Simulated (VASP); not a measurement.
# Zn7AuO8 in VASP: single point with PBEsol+U

Aim: the single point of Zn7AuO8 with PBEsol+U.

All numbers are computed with VASP 6.6.1; they aren't measurements. Logs are shortened: lines on timing, memory, paths and dates and some standing lists are left out, and cuts for length are marked.

### 1 The cell of the first run

The typed cell holds 16 atoms: a = 6.499 Å, b = 6.499 Å, c = 5.204 Å, α = 90.00°, β = 90.00°, γ = 120.00°.

### 2 Single point, PBEsol+U, collinear spin

The input, INCAR:

```
PREC = Accurate
ENCUT = 600
EDIFF = 1E-6
ISMEAR = 0
SIGMA = 0.05
LREAL = F
LASPH = T
NELM = 200
ALGO = Normal
ISIF = 2
LWAVE = F
LCHARG = F
ISPIN = 2
MAGMOM = 0.2 0.01 0.01 0.01 0.03 0.01 0.01 0 0.09 0.02 0.02 0.01 0.08 0.12 0.12 0.01
LORBIT = 11
LMAXMIX = 4
LDAU = T
LDAUTYPE = 2
LDAUL = 2 -1 -1
LDAUU = 3 0 0
LDAUJ = 0 0 0
LDAUPRINT = 1
GGA = PS
NBANDS = 90
GGA_COMPAT = F
```

The input, KPOINTS:

```
regular mesh
0
Gamma
  3 3 3
```

The input, POSCAR:

```
Zn7AuO8
1.0
    6.4988000000      0.0000000000      0.0000000000
   -3.2494000000      5.6281259000      0.0000000000
    0.0000000000      0.0000000000      5.2038000000
Au Zn O
1 7 8
Direct
    0.2077169591      0.2902677428      0.0512402255
    0.1615101614      0.8199326782      0.9934548348
    0.6781279644      0.3365508639      0.9934633709
    0.6672274737      0.8307659190      0.0045441109
    0.3245163439      0.1733884096      0.4699794758
    0.3336422263      0.6872150449      0.5118549465
    0.8106162696      0.1642184183      0.5118471363
    0.8275758425      0.6703761536      0.4957381599
    0.1450069249      0.3528314190      0.4248615794
    0.1578311860      0.8356993782      0.3705429003
    0.6622133531      0.3401134361      0.3705461632
    0.6614358013      0.8364283285      0.3828690659
    0.3585010918      0.1395456937      0.8285727177
    0.3425410726      0.6763418881      0.8827485397
    0.8215885522      0.1554186133      0.8827333934
    0.8322493480      0.6658035944      0.8744407357
```

Potentials or basis: VASP PAW PBE potentials, release 64 (Au, Zn, O).

The run is started by

```
cat potpaw_PBE.64/Au/POTCAR potpaw_PBE.64/Zn/POTCAR potpaw_PBE.64/O/POTCAR > POTCAR
mpirun -np 1 vasp_std > vasp.out
```

OUTCAR:

```text
PREC = Accurate
   ENCUT = 600
   EDIFF = 1E-6
   ISMEAR = 0
   LREAL = F
   LASPH = T
   NELM = 200
   ISIF = 2
   ISPIN = 2
   LORBIT = 11
   GGA = PS

 ion  position               nearest neighbor table
   1  0.208  0.290  0.051-  13 2.05   9 2.07  14 2.37  15 2.37   5 2.55   2 2.93   3 2.93   4 3.29
                             4 3.29   5 3.30   6 3.31   7 3.31
   2  0.162  0.820  0.993-  14 1.92  16 1.96  10 1.97  13 2.01   1 2.93   6 3.04
   3  0.678  0.337  0.993-  15 1.92  16 1.96  11 1.97  13 2.01   1 2.93   7 3.04
   4  0.667  0.831  0.005-  15 1.93  14 1.93  12 1.97  16 1.98   1 3.29   1 3.29
   5  0.325  0.173  0.470-  13 1.90  10 1.97  11 1.97   9 2.03   1 2.55   1 3.30
   6  0.334  0.687  0.512-  14 1.93   9 1.94  12 1.97  10 1.97   2 3.04   1 3.31
   7  0.811  0.164  0.512-  15 1.93   9 1.94  12 1.97  11 1.97   3 3.04   1 3.31
   8  0.828  0.670  0.496-  12 1.96  10 1.97  11 1.97  16 1.97
   9  0.145  0.353  0.425-   6 1.94   7 1.94   5 2.03   1 2.07
  10  0.158  0.836  0.371-   2 1.97   8 1.97   6 1.97   5 1.97
  11  0.662  0.340  0.371-   3 1.97   8 1.97   7 1.97   5 1.97
  12  0.661  0.836  0.383-   8 1.96   7 1.97   6 1.97   4 1.97
  13  0.359  0.140  0.829-   5 1.90   2 2.01   3 2.01   1 2.05
  14  0.343  0.676  0.883-   2 1.92   6 1.93   4 1.93   1 2.37
  15  0.822  0.155  0.883-   3 1.92   7 1.93   4 1.93   1 2.37
  16  0.832  0.666  0.874-   3 1.96   2 1.96   8 1.97   4 1.98

  LATTYP: Found a hexagonal cell.
 ALAT       =     6.4988000000
 C/A-ratio  =     0.8007324429

  Lattice vectors:

 A1 = (   6.4988000000,   0.0000000000,   0.0000000000)
 A2 = (  -3.2494000000,   5.6281259000,   0.0000000000)
 A3 = (   0.0000000000,   0.0000000000,   5.2038000000)

Analysis of symmetry for initial positions (statically):
=====================================================================
 Subroutine PRICEL returns:
 Original cell was already a primitive cell.

 Routine SETGRP: Setting up the symmetry group for a
 hexagonal supercell.

 Subroutine GETGRP returns: Found  1 space group operations
 (whereof  1 operations were pure point group operations)
 out of a pool of 24 trial point group operations.

The static configuration has the point symmetry C_1 .

Analysis of symmetry for dynamics (positions and initial velocities):
=====================================================================
 Subroutine PRICEL returns:
 Original cell was already a primitive cell.

 Routine SETGRP: Setting up the symmetry group for a
 hexagonal supercell.

 Subroutine GETGRP returns: Found  1 space group operations
 (whereof  1 operations were pure point group operations)
 out of a pool of 24 trial point group operations.

The dynamic configuration has the point symmetry C_1 .

Analysis of structural, dynamic, and magnetic symmetry:
=====================================================================
 Subroutine PRICEL returns:
 Original cell was already a primitive cell.

 Routine SETGRP: Setting up the symmetry group for a
 hexagonal supercell.

 Subroutine GETGRP returns: Found  1 space group operations
 (whereof  1 operations were pure point group operations)
 out of a pool of 24 trial point group operations.

The overall configuration has the point symmetry C_1 .

 Subroutine INISYM returns: Found  1 space group operations
 (whereof  1 operations are pure point group operations),
 and found     1 'primitive' translations

----------------------------------------------------------------------------------------

                                     Primitive cell

  volume of cell :     190.3345

  direct lattice vectors                    reciprocal lattice vectors
     6.498800000  0.000000000  0.000000000     0.153874561  0.088839519  0.000000000
    -3.249400000  5.628125900  0.000000000     0.000000000  0.177679039  0.000000000
     0.000000000  0.000000000  5.203800000     0.000000000  0.000000000  0.192167262

  length of vectors
     6.498800000  6.498800005  5.203800000     0.177679039  0.177679039  0.192167262

  position of ions in fractional coordinates (direct lattice)
     0.207716959  0.290267743  0.051240226
     0.161510161  0.819932678  0.993454835
     0.678127964  0.336550864  0.993463371
     0.667227474  0.830765919  0.004544111
     0.324516344  0.173388410  0.469979476
     0.333642226  0.687215045  0.511854947
[... 8 lines left out ...]
     0.821588552  0.155418613  0.882733393
     0.832249348  0.665803594  0.874440736

  ion indices of the primitive-cell ions
   primitive index   ion index
                 1           1
                 2           2
                 3           3
[... 89 lines left out ...]
   ISMEAR =     0;   SIGMA  =   0.05  broadening in eV -4-tet -1-fermi 0-gaus
   EFERMI_NEDOS =   21; number of points for ismear=-14 and -15
   IALGO  =     38    algorithm
   IMIX   =      4    mixing-type and parameters
     AMIX     =   0.40;   BMIX     =  1.00
     AMIX_MAG =   1.60;   BMIX_MAG =  1.00
  volume/ion in A,a.u.               =      11.90        80.28
  Fermi-wavevector in a.u.,A,eV,Ry     =   1.488267  2.812418 30.136089  2.214940
  Thomas-Fermi vector in A             =   2.601324
   LORBIT       =     11    0 simple, 1 ext, 2 COOP (PROOUT), +10 PAW based schemes
 LDA+U is selected, type is set to LDAUTYPE =  2
   angular momentum for each species LDAUL =     2   -1   -1
   U (eV)           for each species LDAUU =   3.0  0.0  0.0
   J (eV)           for each species LDAUJ =   0.0  0.0  0.0
   GGA     = PS    functional components
   LHFCALC =     F    Hartree Fock is set to
   AEXX    =    0.0000 exact exchange contribution
   IVDW    =     0    specifies the selected vdW correction
   LEPSILON=     F    determine dielectric tensor
   LRPA    =     F    only Hartree local field effects (RPA)
 spin polarized calculation
 Gauss-broadening in eV      SIGMA  =   0.05
  energy-cutoff  :      600.00
  volume of cell :      190.33
 maximum number of plane-waves:      6375
 NGX is ok and might be reduce to    54
   NGX = 25   NGY = 25   NGZ = 21

atom =   1  type =  1  l = 2

 onsite density matrix

spin component  1

  0.9207  0.0025  0.0139 -0.0087  0.0060
  0.0025  0.9210 -0.0084  0.0192 -0.0058
  0.0139 -0.0084  0.9302  0.0146 -0.0080
 -0.0087  0.0192  0.0146  0.8988  0.0025
  0.0060 -0.0058 -0.0080  0.0025  0.9276

spin component  2

  0.8987  0.0308  0.0459 -0.0613  0.0141
  0.0308  0.8704 -0.0596  0.1011 -0.0257
  0.0459 -0.0596  0.8737  0.1032 -0.0266
 -0.0613  0.1011  0.1032  0.7536  0.0309
  0.0141 -0.0257 -0.0266  0.0309  0.9149

 occupancies and eigenvectors

  o =  0.6044  v =  0.0000  0.0000  0.0000  0.0000  0.0000 -0.2717  0.4219  0.4351 -0.7308  0.1573      0.0000  0.0000  0.0000  0.0000  0.0000  0.0000  0.0000  0.0000  0.0000  0.0000
  o =  0.8761  v = -0.3088  0.4280  0.3729 -0.7419  0.1785  0.0000  0.0000  0.0000  0.0000  0.0000      0.0000  0.0000  0.0000  0.0000  0.0000  0.0000  0.0000  0.0000  0.0000  0.0000
  o =  0.9147  v =  0.0000  0.0000  0.0000  0.0000  0.0000  0.6993  0.2397 -0.3454 -0.4141 -0.4032      0.0000  0.0000  0.0000  0.0000  0.0000  0.0000  0.0000  0.0000  0.0000  0.0000
  o =  0.9165  v =  0.6972  0.2424 -0.3424 -0.4193 -0.4026  0.0000  0.0000  0.0000  0.0000  0.0000      0.0000  0.0000  0.0000  0.0000  0.0000  0.0000  0.0000  0.0000  0.0000  0.0000
  o =  0.9175  v =  0.0000  0.0000  0.0000  0.0000  0.0000 -0.4086 -0.4980 -0.0003 -0.2882 -0.7085      0.0000  0.0000  0.0000  0.0000  0.0000  0.0000  0.0000  0.0000  0.0000  0.0000
  o =  0.9272  v =  0.3756  0.5717  0.0003  0.3302  0.6505  0.0000  0.0000  0.0000  0.0000  0.0000      0.0000  0.0000  0.0000  0.0000  0.0000  0.0000  0.0000  0.0000  0.0000  0.0000
  o =  0.9343  v =  0.0000  0.0000  0.0000  0.0000  0.0000 -0.2877  0.7083  0.0005  0.4089 -0.4983      0.0000  0.0000  0.0000  0.0000  0.0000  0.0000  0.0000  0.0000  0.0000  0.0000
  o =  0.9359  v = -0.3302  0.6506  0.0005  0.3754 -0.5716  0.0000  0.0000  0.0000  0.0000  0.0000      0.0000  0.0000  0.0000  0.0000  0.0000  0.0000  0.0000  0.0000  0.0000  0.0000
  o =  0.9403  v =  0.0000  0.0000  0.0000  0.0000  0.0000 -0.4328  0.1218 -0.8315 -0.2100  0.2498      0.0000  0.0000  0.0000  0.0000  0.0000  0.0000  0.0000  0.0000  0.0000  0.0000
  o =  0.9425  v = -0.4104  0.0894 -0.8624 -0.1540  0.2370  0.0000  0.0000  0.0000  0.0000  0.0000      0.0000  0.0000  0.0000  0.0000  0.0000  0.0000  0.0000  0.0000  0.0000  0.0000

 number of electron     142.9999983 magnetization       0.9585590

 Free energy of the ion-electron system (eV)
  ---------------------------------------------------
  ext. energy  EPLUGINS =         0.00000000
  ---------------------------------------------------
  free energy    TOTEN  =       -73.80279315 eV

  energy without entropy =      -73.79850021  energy(sigma->0) =      -73.80064668

 E-fermi :   1.9456     XC(G=0): -11.3729

 val. band max:        1.9100708860   @ k =  -0.3333   0.3333   0.0000
 cond. band min:       1.9648390712   @ k =   0.3333  -0.3333   0.3333
 fundamental gap:      0.0547681852
 Fermi energy:         1.9455919328

 spin component 1

 k-point     1 :       0.0000    0.0000    0.0000
  band No.  band energies     occupation
      1     -16.6282      1.00000
      2     -16.0483      1.00000
      3     -15.9709      1.00000
      4     -15.7132      1.00000
      5     -15.6605      1.00000
      6     -15.5915      1.00000
[... 1193 lines left out ...]
     82       9.7063      0.00000
     83      10.3381      0.00000
 Fermi energy:         1.9455919328

 spin component 2

 k-point     1 :       0.0000    0.0000    0.0000
  band No.  band energies     occupation
      1     -16.5111      1.00000
      2     -15.8996      1.00000
      3     -15.8802      1.00000
      4     -15.6592      1.00000
      5     -15.6054      1.00000
      6     -15.5649      1.00000
[... 1193 lines left out ...]
     82       9.7426      0.00000
     83      10.3627      0.00000
 [bands above 83 left out]

------------------------ aborting loop because EDIFF is reached ----------------------------------------

  FORCE on cell =-STRESS in cart. coord.  units (eV):
  Direction    XX          YY          ZZ          XY          YZ          ZX
  --------------------------------------------------------------------------------------
  -------------------------------------------------------------------------------------
  Total        3.3799447      3.6788154      7.4058674      0.2609645      0.8978680     -1.5553031
  in kB       28.4513320     30.9671336     62.3403078      2.1967185      7.5579760    -13.0920620
  external PRESSURE =      40.5862578 kB  Pullay stress =       0.0000000 kB

 VOLUME and BASIS-vectors are now :
 -----------------------------------------------------------------------------
  energy-cutoff  :      600.00
  volume of cell :      190.33
      direct lattice vectors                 reciprocal lattice vectors
     6.498800000  0.000000000  0.000000000     0.153874561  0.088839519  0.000000000
    -3.249400000  5.628125900  0.000000000     0.000000000  0.177679039  0.000000000
     0.000000000  0.000000000  5.203800000     0.000000000  0.000000000  0.192167262

 POSITION                                       TOTAL-FORCE (eV/Angst)
 -----------------------------------------------------------------------------------
      0.40671      1.63366      0.26664        -0.028709      0.016337      0.035695
     -1.61467      4.61468      5.16974        -0.000678     -0.003393     -0.006670
      3.31343      1.89415      5.16978         0.001641      0.001225     -0.006475
      1.63669      4.67566      0.02365         0.006944     -0.004213      0.000476
      1.54556      0.97585      2.44568        -0.004350      0.003554     -0.040900
     -0.06476      3.86773      2.66359         0.006577      0.019083     -0.006645
[... 8 lines left out ...]
      4.83432      0.87472      4.59357         0.192004      0.071214      0.077222
      3.24516      3.74723      4.55041        -0.016949      0.009085     -0.000791
 -----------------------------------------------------------------------------------
    total drift:                               -0.002027     -0.000441     -0.000949

  FREE ENERGIE OF THE ION-ELECTRON SYSTEM (eV)
  ---------------------------------------------------
  free  energy   TOTEN  =       -73.8027931469 eV

  energy  without entropy=      -73.7985002106  energy(sigma->0) =      -73.80064668

 total charge

# of ion       s       p       d       tot
------------------------------------------
    1        0.505   0.351   8.863   9.720
    2        0.473   0.520   9.905  10.897
    3        0.473   0.520   9.905  10.897
    4        0.472   0.527   9.912  10.911
    5        0.481   0.538   9.897  10.915
    6        0.474   0.524   9.908  10.906
[... 8 lines left out ...]
   15        1.551   3.409   0.000   4.960
   16        1.541   3.447   0.000   4.988
--------------------------------------------------
tot         16.192  31.426  78.205 125.823

 magnetization (x)

# of ion       s       p       d       tot
------------------------------------------
    1        0.025   0.010   0.287   0.322
    2       -0.002  -0.001   0.014   0.012
    3       -0.002  -0.001   0.014   0.012
    4       -0.002  -0.001   0.007   0.004
    5       -0.003  -0.001   0.031   0.026
    6       -0.002  -0.000   0.010   0.008
[... 8 lines left out ...]
   15        0.003   0.114   0.000   0.117
   16       -0.000   0.008   0.000   0.008
--------------------------------------------------
tot          0.023   0.474   0.377   0.875
```

It took 6.8 min on 1 thread of Intel Xeon 6975P-C (Granite Rapids), shared host; peak memory 0.69 GiB.

What came out:

* Free energy: -73.8028 eV
* Pressure: 4.1 GPa
* Largest force: 0.314 eV/Å
* Band gap on the k mesh: 0.05 eV (least direct gap 0.09 eV)
* Net moment: 0.96 μB per cell
* Site moments: Au +0.32; Zn +0.01, +0.00, +0.03 (each value once); O +0.09, +0.02, +0.01, +0.12 (each value once) μB
* Valence electrons inside the program's atomic spheres: Au 9.72; Zn 10.90, 10.91, 10.88 (each value once); O 4.96, 4.98, 4.99, 4.97 (each value once)

Forces in eV/Å, atoms in the order of the input:
```
Au  -0.029  0.016  0.036
Zn  -0.001 -0.003 -0.007
Zn   0.002  0.001 -0.006
Zn   0.007 -0.004  0.000
Zn  -0.004  0.004 -0.041
Zn   0.007  0.019 -0.007
Zn  -0.014 -0.014 -0.007
Zn  -0.002  0.000  0.011
O    0.090 -0.051 -0.275
O   -0.015  0.027 -0.019
O   -0.030  0.000 -0.019
O    0.000  0.001 -0.005
O   -0.220  0.127  0.184
O    0.034 -0.201  0.077
O    0.192  0.071  0.077
O   -0.017  0.009 -0.001
```

Eigenvalues of the final occupation matrices:
| site | spin | trace | eigenvalues |
| --- | --- | --- | --- |
| site 1 d | 1 | 4.60 | 0.88 0.92 0.93 0.94 0.94 |
| site 1 d | 2 | 4.31 | 0.60 0.91 0.92 0.93 0.94 |

Caveat: the cell stands under pressure; the PAW data sets were made with another functional, which shifts forces and pressure a little; spin-orbit coupling is left out, which moves the levels of the heavy elements; an odd mesh through Γ misses points on the zone boundary, where band edges can lie.
